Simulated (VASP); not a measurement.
# KZnF3 (P4/mmm) in VASP: further runs, part 2 of 2

VASP 6.6.1. Earlier steps stand in the parts before.

### 4 Single point, PBEsol

This run uses another cell than the first one, of 12.84 Å³/atom.

INCAR reads:

```
PREC = Accurate
ENCUT = 520
EDIFF = 1E-6
ISMEAR = 0
SIGMA = 0.02
LREAL = False
LASPH = True
NELM = 60
ALGO = Normal
ISIF = 2
LWAVE = False
LCHARG = False
GGA = PS
NBANDS = 29
```

KPOINTS reads:

```
regular mesh
0
Gamma
  6 6 6
```

POSCAR reads:

```
KZnF3
1.0
    3.9303823840      0.0000000000      0.0000000000
    0.0000000000      3.9303823840      0.0000000000
    0.0000000000      0.0000000000      4.1560122963
K Zn F
1 1 3
Direct
    0.0000000000      0.0000000000      0.0000000000
    0.5000000000      0.5000000000      0.5000000000
    0.0000000000      0.5000000000      0.5000000000
    0.5000000000      0.0000000000      0.5000000000
    0.5000000000      0.5000000000      0.0000000000
```

Potentials or basis: VASP PAW PBE potentials, release 64 (K_sv, Zn, F).

The run is started by

```
$ cat potpaw_PBE.64/K_sv/POTCAR potpaw_PBE.64/Zn/POTCAR potpaw_PBE.64/F/POTCAR > POTCAR
$ mpirun -np 1 vasp_std > vasp.out
```

OUTCAR:

```text
PREC = Accurate
   ENCUT = 520
   EDIFF = 1E-6
   ISMEAR = 0
   LREAL = False
   LASPH = True
   NELM = 60
   ISIF = 2
   GGA = PS

 ion  position               nearest neighbor table
   1  0.000  0.000  0.000-   5 2.78   5 2.78   5 2.78   5 2.78
   2  0.500  0.500  0.500-   3 1.97   4 1.97   4 1.97   3 1.97   5 2.08   5 2.08
   3  0.000  0.500  0.500-   2 1.97   2 1.97
   4  0.500  0.000  0.500-   2 1.97   2 1.97
   5  0.500  0.500  0.000-   2 2.08   2 2.08   1 2.78   1 2.78   1 2.78   1 2.78

  LATTYP: Found a simple tetragonal cell.
 ALAT       =     3.9303823840
[... 971 lines left out ...]
  -------------------------------------------------------------------------------------
  Total        2.3307827      2.3307827      0.0980925      0.0000000      0.0000000      0.0000000
  in kB       58.1655617     58.1655617      2.4479364      0.0000000      0.0000000      0.0000000
  external PRESSURE =      39.5930200 kB  Pullay stress =       0.0000000 kB

 VOLUME and BASIS-vectors are now :
 -----------------------------------------------------------------------------
  energy-cutoff  :      520.00
  volume of cell :       64.20
      direct lattice vectors                 reciprocal lattice vectors
     3.930382384  0.000000000  0.000000000     0.254428171  0.000000000  0.000000000
     0.000000000  3.930382384  0.000000000     0.000000000  0.254428171  0.000000000
     0.000000000  0.000000000  4.156012296     0.000000000  0.000000000  0.240615265

 POSITION                                       TOTAL-FORCE (eV/Angst)
 -----------------------------------------------------------------------------------
      0.00000      0.00000      0.00000         0.000000      0.000000      0.000000
      1.96519      1.96519      2.07801         0.000000      0.000000      0.000000
      0.00000      1.96519      2.07801         0.000000      0.000000      0.000000
      1.96519      0.00000      2.07801         0.000000      0.000000      0.000000
      1.96519      1.96519      0.00000         0.000000      0.000000      0.000000
 -----------------------------------------------------------------------------------
    total drift:                                0.000000      0.000000     -0.000000

  FREE ENERGIE OF THE ION-ELECTRON SYSTEM (eV)
  ---------------------------------------------------
  free  energy   TOTEN  =       -21.2653150118 eV

  energy  without entropy=      -21.2653150118  energy(sigma->0) =      -21.26531501
```

OSZICAR:

```text
N       E                     dE             d eps       ncg     rms          rms(c)
DAV:   1     0.448908902660E+03    0.44891E+03   -0.22040E+04  2320   0.176E+03
DAV:   2     0.183722172154E+02   -0.43054E+03   -0.40961E+03  2557   0.458E+02
DAV:   3    -0.221323242218E+02   -0.40505E+02   -0.40195E+02  2765   0.144E+02
DAV:   4    -0.231024449304E+02   -0.97012E+00   -0.96761E+00  3504   0.209E+01
DAV:   5    -0.231161105787E+02   -0.13666E-01   -0.13659E-01  2812   0.220E+00    0.115E+01
DAV:   6    -0.212536292369E+02    0.18625E+01   -0.49846E+00  3292   0.337E+01    0.766E+00
DAV:   7    -0.212931940740E+02   -0.39565E-01   -0.12243E+00  2613   0.695E+00    0.481E+00
DAV:   8    -0.212986359038E+02   -0.54418E-02   -0.43756E-01  3120   0.129E+01    0.145E+00
DAV:   9    -0.212662134464E+02    0.32422E-01   -0.82648E-02  3503   0.870E+00    0.422E-01
DAV:  10    -0.212649657906E+02    0.12477E-02   -0.37579E-02  3414   0.384E+00    0.144E-01
DAV:  11    -0.212655116667E+02   -0.54588E-03   -0.58190E-03  2605   0.525E-01    0.139E-01
DAV:  12    -0.212653918024E+02    0.11986E-03   -0.18805E-04  3529   0.299E-01    0.905E-02
DAV:  13    -0.212653041473E+02    0.87655E-04   -0.47572E-04  3409   0.582E-01    0.553E-03
DAV:  14    -0.212653147731E+02   -0.10626E-04   -0.10023E-04  2675   0.689E-02    0.624E-03
DAV:  15    -0.212653150118E+02   -0.23869E-06   -0.50775E-06  2347   0.710E-02
   1 F= -.21265315E+02 E0= -.21265315E+02  d E =-.460088E-21
```

stdout:

```text
POSCAR found type information on POSCAR K ZnF
 POSCAR found :  3 types and       5 ions
 scaLAPACK will be used
 -----------------------------------------------------------------------------
|                                                                             |
|                                                                             |
|     You enforced a specific xc type in the INCAR file but a different       |
|     I HOPE YOU KNOW WHAT YOU ARE DOING!                                     |
|                                                                             |
 -----------------------------------------------------------------------------

 LDA part: xc-table for (Slater+PW92), standard interpolation
 POSCAR, INCAR and KPOINTS ok, starting setup
 FFT: planning ... GRIDC
 FFT: planning ... GRID_SOFT
 FFT: planning ... GRID
 WAVECAR not read
 entering main loop
```

It took 72 s on 1 thread of Intel Xeon 8259CL, shared host; peak memory 0.22 GiB.

What came out:

- Free energy: -21.2653 eV
- Pressure: 4.0 GPa
- Band gap on the k mesh: 3.55 eV (least direct gap 5.74 eV)

Levels at points of the mesh, in eV from the valence-band top:
```
           k point  band 18  band 19  band 20  band 21  band 22  band 23  band 24  band 25
(0.00, 0.00, 0.00)    -2.47    -2.23    -2.19    -2.19     3.55     8.13     8.36     9.15
(0.50, 0.00, 0.00)    -2.36    -2.05    -2.02    -1.78     6.57     8.06     9.39    10.47
(0.50, 0.50, 0.00)    -2.14    -2.14    -1.90     0.00     8.04     9.97    10.06    10.06
(0.00, 0.00, 0.50)    -2.50    -1.99    -1.99    -1.85     6.19     7.83     9.01    10.83
(0.50, 0.00, 0.50)    -2.12    -2.08    -1.88    -0.28     7.82     9.64     9.74     9.97
(0.50, 0.50, 0.50)    -1.85    -1.85    -0.37     0.00     7.93     8.07     8.07    10.23
```

Caveat: the stress differs along the axes, from 0 to 6 GPa; the PAW data sets were made with another functional, which shifts forces and pressure a little.
